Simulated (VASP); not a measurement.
# SiSb (F-43m) in VASP: single point with PBE

Aim: the single point of SiSb with PBE.

All numbers are computed with VASP 6.6.1; they aren't measurements. Logs are shortened: lines on timing, memory, paths and dates and some standing lists are left out, and cuts for length are marked.

## Step 1: The cell of the first run

Symmetry: F-43m, No. 216, cubic system. The conventional cell has a = 5.978 Å, b = 5.978 Å, c = 5.978 Å, α = 90.00°, β = 90.00°, γ = 90.00°. Within 3.4 Å of Si (site symmetry -43m) lie 4 Sb at 2.59 Å. Sb (site symmetry -43m) has 4 Si at 2.59 Å within 3.4 Å.

## Step 2: Single point, PBE

Contents of POSCAR:

```
SiSb
1.0
    0.0000000000      2.9891380000      2.9891380000
    2.9891380000      0.0000000000      2.9891380000
    2.9891380000      2.9891380000      0.0000000000
Si Sb
1 1
Direct
    0.0000000000      0.0000000000      0.0000000000
    0.2500000000      0.2500000000      0.2500000000
```

Contents of INCAR.step1:

```
SYSTEM = SiSb
PREC = Accurate
ENCUT = 400
EDIFF = 1E-6
ISMEAR = 1
SIGMA = 0.0527
LREAL = .FALSE.
LASPH = .TRUE.
NELM = 120
ALGO = Normal
ISIF = 2
LWAVE = .FALSE.
LCHARG = .TRUE.
GGA = PE
NBANDS = 12
GGA_COMPAT = .FALSE.
NEDOS = 2001
LORBIT = 11
```

Contents of KPOINTS.step1:

```
regular mesh
0
G
  10 10 10
  0 0 0
```

Contents of INCAR.step2:

```
SYSTEM = SiSb
PREC = Accurate
ENCUT = 400
EDIFF = 1E-6
ISMEAR = -5
SIGMA = 0.0527
LREAL = .FALSE.
LASPH = .TRUE.
NELM = 120
ALGO = Normal
ISIF = 2
LWAVE = .FALSE.
LCHARG = .FALSE.
GGA = PE
LORBIT = 10
NEDOS = 2001
ICHARG = 11
GGA_COMPAT = .FALSE.
```

Contents of KPOINTS.step2:

```
regular mesh
0
G
  15 15 15
  0 0 0
```

Potentials or basis: VASP PAW PBE potentials, release 64 (Si, Sb).

Command:

```
> cat potpaw_PBE.64/Si/POTCAR potpaw_PBE.64/Sb/POTCAR > POTCAR
> cp INCAR.step1 INCAR
> cp KPOINTS.step1 KPOINTS
> mpirun -np 1 vasp_std > vasp.out
> cp INCAR.step2 INCAR
> cp KPOINTS.step2 KPOINTS
> mpirun -np 1 vasp_std > vasp.out
```

OUTCAR:

```text
SYSTEM = SiSb
   PREC = Accurate
   ENCUT = 400
   EDIFF = 1E-6
   ISMEAR = -5
   LREAL = .FALSE.
   LASPH = .TRUE.
   NELM = 120
   ISIF = 2
   GGA = PE
   LORBIT = 10
   ICHARG = 11

 ion  position               nearest neighbor table
   1  0.000  0.000  0.000-   2 2.59   2 2.59   2 2.59   2 2.59
   2  0.250  0.250  0.250-   1 2.59   1 2.59   1 2.59   1 2.59

  LATTYP: Found a face centered cubic cell.
 ALAT       =     5.9782760000

  Lattice vectors:

 A1 = (   0.0000000000,   2.9891380000,   2.9891380000)
 A2 = (   2.9891380000,   0.0000000000,   2.9891380000)
 A3 = (   2.9891380000,   2.9891380000,   0.0000000000)

Analysis of symmetry for initial positions (statically):
=====================================================================
 Subroutine PRICEL returns:
 Original cell was already a primitive cell.

 Routine SETGRP: Setting up the symmetry group for a
 face centered cubic supercell.

 Subroutine GETGRP returns: Found 24 space group operations
 (whereof 24 operations were pure point group operations)
 out of a pool of 48 trial point group operations.

The static configuration has the point symmetry T_d .

Analysis of symmetry for dynamics (positions and initial velocities):
=====================================================================
 Subroutine PRICEL returns:
 Original cell was already a primitive cell.

 Routine SETGRP: Setting up the symmetry group for a
 face centered cubic supercell.

 Subroutine GETGRP returns: Found 24 space group operations
 (whereof 24 operations were pure point group operations)
 out of a pool of 48 trial point group operations.

The dynamic configuration has the point symmetry T_d .

 Subroutine INISYM returns: Found 24 space group operations
 (whereof 24 operations are pure point group operations),
 and found     1 'primitive' translations

----------------------------------------------------------------------------------------

                                     Primitive cell

  volume of cell :      53.4156

  direct lattice vectors                    reciprocal lattice vectors
     0.000000000  2.989138000  2.989138000    -0.167272304  0.167272304  0.167272304
     2.989138000  0.000000000  2.989138000     0.167272304 -0.167272304  0.167272304
     2.989138000  2.989138000  0.000000000     0.167272304  0.167272304 -0.167272304

  length of vectors
     4.227279499  4.227279499  4.227279499     0.289724129  0.289724129  0.289724129

  position of ions in fractional coordinates (direct lattice)
     0.000000000  0.000000000  0.000000000
     0.250000000  0.250000000  0.250000000

  ion indices of the primitive-cell ions
   primitive index   ion index
                 1           1
                 2           2

----------------------------------------------------------------------------------------

 KPOINTS: regular mesh

Automatic generation of k-mesh.
 Grid dimensions read from file:
 generate k-points for:   15   15   15

 Generating k-lattice:

  Cartesian coordinates                     Fractional coordinates (reciprocal lattice)
    -0.011151487  0.011151487  0.011151487     0.066666667  0.000000000  0.000000000
     0.011151487 -0.011151487  0.011151487     0.000000000  0.066666667  0.000000000
     0.011151487  0.011151487 -0.011151487     0.000000000  0.000000000  0.066666667

  Length of vectors
     0.019314942  0.019314942  0.019314942

  Shift w.r.t. Gamma in fractional coordinates (k-lattice)
     0.000000000  0.000000000  0.000000000

 TETIRR: Found    484 inequivalent tetrahedra from    20250

 Subroutine IBZKPT returns following result:
 ===========================================

 Found    120 irreducible k-points:

 Following reciprocal coordinates:
            Coordinates               Weight
  0.000000  0.000000  0.000000      1.000000
  0.066667  0.000000  0.000000      8.000000
  0.133333  0.000000  0.000000      8.000000
  0.200000  0.000000  0.000000      8.000000
  0.266667  0.000000  0.000000      8.000000
  0.333333  0.000000  0.000000      8.000000
[... 16 lines left out ...]
  0.133333  0.133333  0.000000      6.000000
  0.200000  0.133333  0.000000     24.000000
 [... further k-points ...]
   k-points           NKPTS =    120   k-points in BZ     NKDIM =    120   number of bands    NBANDS=      8
   number of dos      NEDOS =   2001   number of ions     NIONS =      2
   total plane-waves  NPLWV =  21952
   dimension x,y,z NGX =    28 NGY =   28 NGZ =   28
   dimension x,y,z NGXF=    56 NGYF=   56 NGZF=   56
   ions per type =               1   1
   NGX,Y,Z   is equivalent  to a cutoff of  11.01, 11.01, 11.01 a.u.
   NGXF,Y,Z  is equivalent  to a cutoff of  22.02, 22.02, 22.02 a.u.
 SYSTEM =  SiSb
   PREC   = accura    normal or accurate (medium, high low for compatibility)
   ISTART =      0    job   : 0-new  1-cont  2-samecut
   ICHARG =     11    charge: 1-file 2-atom 10-const
   ISPIN  =      1    spin polarized calculation?
   LNONCOLLINEAR =      F non collinear calculations
   LSORBIT =      F    spin-orbit coupling
   LASPH  =      T    aspherical Exc in radial PAW
   ENCUT  =  400.0 eV  29.40 Ry    5.42 a.u.   6.89  6.89  6.89*2*pi/ulx,y,z
   NELM   =    120;   NELMIN=  2; NELMDL=  0     # of ELM steps
   EDIFF  = 0.1E-05   stopping-criterion for ELM
   LREAL  =      F    real-space projection
   EDIFFG = 0.1E-04   stopping-criterion for IOM
   NSW    =      0    number of steps for IOM
   IBRION =     -1    ionic relax: 0-MD 1-quasi-New 2-CG
   NFREE  =      0    steps in history (QN), initial steepest desc. (CG)
   ISIF   =      2    stress and relaxation
   ISYM   =      2    0-nonsym 1-usesym 2-fastsym
   POTIM  = 0.5000    time-step for ionic-motion
   TEBEG  =    0.0;   TEEND  =   0.0 temperature during run
   PSTRESS=    0.0 pullay stress
   NELECT =       9.0000    total number of electrons
   NUPDOWN=      -1.0000    fix difference up-down
   EMIN   =  10.00;   EMAX   =-10.00  energy-range for DOS
   EFERMI =   0.00;   METHOD = LEGACY
   ISMEAR =    -5;   SIGMA  =   0.05  broadening in eV -4-tet -1-fermi 0-gaus
   EFERMI_NEDOS =   21; number of points for ismear=-14 and -15
   IALGO  =     38    algorithm
   IMIX   =      4    mixing-type and parameters
     AMIX     =   0.40;   BMIX     =  1.00
     AMIX_MAG =   1.60;   BMIX_MAG =  1.00
  volume/ion in A,a.u.               =      26.71       180.23
  Fermi-wavevector in a.u.,A,eV,Ry     =   0.904204  1.708698 11.123915  0.817585
  Thomas-Fermi vector in A             =   2.027622
   LORBIT       =     10    0 simple, 1 ext, 2 COOP (PROOUT), +10 PAW based schemes
   GGA     = PE    functional components
   LHFCALC =     F    Hartree Fock is set to
   AEXX    =    0.0000 exact exchange contribution
   IVDW    =     0    specifies the selected vdW correction
   LEPSILON=     F    determine dielectric tensor
   LRPA    =     F    only Hartree local field effects (RPA)
 non-spin polarized calculation
 Fermi weights with tetrahedron method with Bloechl corrections
  energy-cutoff  :      400.00
  volume of cell :       53.42
 maximum number of plane-waves:       990

 number of electron       9.0000000 magnetization

 Free energy of the ion-electron system (eV)
  ---------------------------------------------------
  ext. energy  EPLUGINS =         0.00000000
  ---------------------------------------------------
  free energy    TOTEN  =        -8.42656427 eV

  energy without entropy =       -8.42656427  energy(sigma->0) =       -8.42656427

 E-fermi :   6.7932     XC(G=0):  -9.1643

 val. band max:        6.8246598542   @ k =   0.2000   0.1333   0.0667
 cond. band min:       6.7788046304   @ k =  -0.4000   0.2000   0.0000
 fundamental gap:     -0.0458552238
 Fermi energy:         6.7931888905

 k-point     1 :       0.0000    0.0000    0.0000
  band No.  band energies     occupation
      1      -6.4443      2.00000
      2       4.8774      2.00000
      3       4.8774      2.00000
      4       4.8774      2.00000
      5       5.1306      2.00000
      6       7.4516      0.00000
      7       7.4516      0.00000
      8       7.4516      0.00000

 k-point     2 :       0.0667    0.0000    0.0000
  band No.  band energies     occupation
      1      -6.3975      2.00000
      2       3.9093      2.00000
      3       4.7954      2.00000
      4       4.7954      2.00000
      5       5.8275      2.00000
      6       7.5658      0.00000
      7       7.5658      0.00000
      8       7.6318      0.00000

 k-point     3 :       0.1333    0.0000    0.0000
  band No.  band energies     occupation
      1      -6.2587      2.00000
      2       2.7698      2.00000
      3       4.5952      2.00000
      4       4.5952      2.00000
      5       6.0777      2.00000
      6       7.8461      0.00000
      7       7.8461      0.00000
      8       8.3028      0.00000

 k-point     4 :       0.2000    0.0000    0.0000
  band No.  band energies     occupation
      1      -6.0327      2.00000
      2       1.6548      2.00000
      3       4.3556      2.00000
      4       4.3556      2.00000
      5       5.9753      2.00000
      6       8.1641      0.00000
      7       8.1641      0.00000
      8       9.2844      0.00000

 k-point     5 :       0.2667    0.0000    0.0000
  band No.  band energies     occupation
      1      -5.7305      2.00000
      2       0.6140      2.00000
      3       4.1301      2.00000
      4       4.1301      2.00000
      5       5.7915      2.00000
      6       8.4038      0.00000
      7       8.4038      0.00000
      8      10.3482      0.00000

 k-point     6 :       0.3333    0.0000    0.0000
  band No.  band energies     occupation
      1      -5.3756      2.00000
      2      -0.3082      2.00000
      3       3.9465      2.00000
      4       3.9465      2.00000
      5       5.6221      2.00000
      6       8.5174      0.00000
      7       8.5174      0.00000
      8      11.3711      0.00000

 k-point     7 :       0.4000    0.0000    0.0000
  band No.  band energies     occupation
      1      -5.0199      2.00000
      2      -1.0478      2.00000
      3       3.8189      2.00000
      4       3.8189      2.00000
      5       5.4995      2.00000
      6       8.5406      0.00000
      7       8.5406      0.00000
      8      11.9195      0.00000
[... 133 lines left out ...]
 k-point    20 :      -0.2000    0.0667    0.0000
  band No.  band energies     occupation
      1      -5.8991      2.00000
      2       1.2460      2.00000
      3       3.7359      2.00000
      4       4.4160      2.00000
      5       6.2794      2.08214
      6       8.1088      0.00000
      7       8.3760      0.00000
      8       9.6644      0.00000

 k-point    21 :      -0.1333    0.0667    0.0000
  band No.  band energies     occupation
      1      -6.1517      2.00000
      2       2.2772      2.00000
      3       4.0276      2.00000
      4       4.6442      2.00000
      5       6.3826      2.10387
      6       7.8100      0.00000
      7       7.9725      0.00000
      8       8.8700      0.00000

 k-point    22 :      -0.0667    0.0667    0.0000
  band No.  band energies     occupation
      1      -6.3200      2.00000
      2       3.2524      2.00000
      3       4.4027      2.00000
      4       4.7948      2.00000
      5       6.2217      2.00241
      6       7.5886      0.00000
      7       7.6462      0.00000
      8       8.1510      0.00000

 k-point    23 :       0.1333    0.1333    0.0000
  band No.  band energies     occupation
      1      -6.1955      2.00000
      2       2.7120      2.00000
      3       4.1427      2.00000
      4       4.1427      2.00000
      5       6.8470      0.88677
      6       7.2048      0.00000
      7       8.4952      0.00000
      8       8.4952      0.00000

 k-point    24 :       0.2000    0.1333    0.0000
  band No.  band energies     occupation
      1      -6.0273      2.00000
      2       1.9715      2.00000
      3       3.8835      2.00000
      4       3.8840      2.00000
      5       6.8397      0.59213
      6       7.3938      0.00000
      7       8.9089      0.00000
      8       9.0513      0.00000

 [... further k-points ...]

------------------------ aborting loop because EDIFF is reached ----------------------------------------

  FORCE on cell =-STRESS in cart. coord.  units (eV):
  Direction    XX          YY          ZZ          XY          YZ          ZX
  --------------------------------------------------------------------------------------
  -------------------------------------------------------------------------------------
  Total        2.2796671      2.2796671      2.2796671      0.0000000     -0.0000000      0.0000000
  in kB       68.3776429     68.3776429     68.3776429      0.0000000     -0.0000000      0.0000000
  external PRESSURE =      68.3776429 kB  Pullay stress =       0.0000000 kB

 VOLUME and BASIS-vectors are now :
 -----------------------------------------------------------------------------
  energy-cutoff  :      400.00
  volume of cell :       53.42
      direct lattice vectors                 reciprocal lattice vectors
     0.000000000  2.989138000  2.989138000    -0.167272304  0.167272304  0.167272304
     2.989138000  0.000000000  2.989138000     0.167272304 -0.167272304  0.167272304
     2.989138000  2.989138000  0.000000000     0.167272304  0.167272304 -0.167272304

 POSITION                                       TOTAL-FORCE (eV/Angst)
 -----------------------------------------------------------------------------------
      0.00000      0.00000      0.00000         0.000000      0.000000      0.000000
      1.49457      1.49457      1.49457        -0.000000     -0.000000     -0.000000
 -----------------------------------------------------------------------------------
    total drift:                                0.000000      0.000000      0.000000

  FREE ENERGIE OF THE ION-ELECTRON SYSTEM (eV)
  ---------------------------------------------------
  free  energy   TOTEN  =        -8.4265642728 eV

  energy  without entropy=       -8.4265642728  energy(sigma->0) =       -8.42656427

 total charge

# of ion       s       p       d       tot
------------------------------------------
    1        0.841   0.791   0.000   1.632
    2        1.162   1.273   0.059   2.495
--------------------------------------------------
tot          2.004   2.064   0.059   4.127
```

Wall time 34 s (1 thread of AMD EPYC 7R43 (Zen 3), shared host); peak memory 0.14 GiB.

What came out:

| Item | Value |
| --- | --- |
| Valence electrons inside the program's atomic spheres | Si 1.63; Sb 2.50 |

Caveat: spin-orbit coupling is left out, which moves the levels of the heavy elements; tetrahedron occupations give inexact forces and stress in metals.
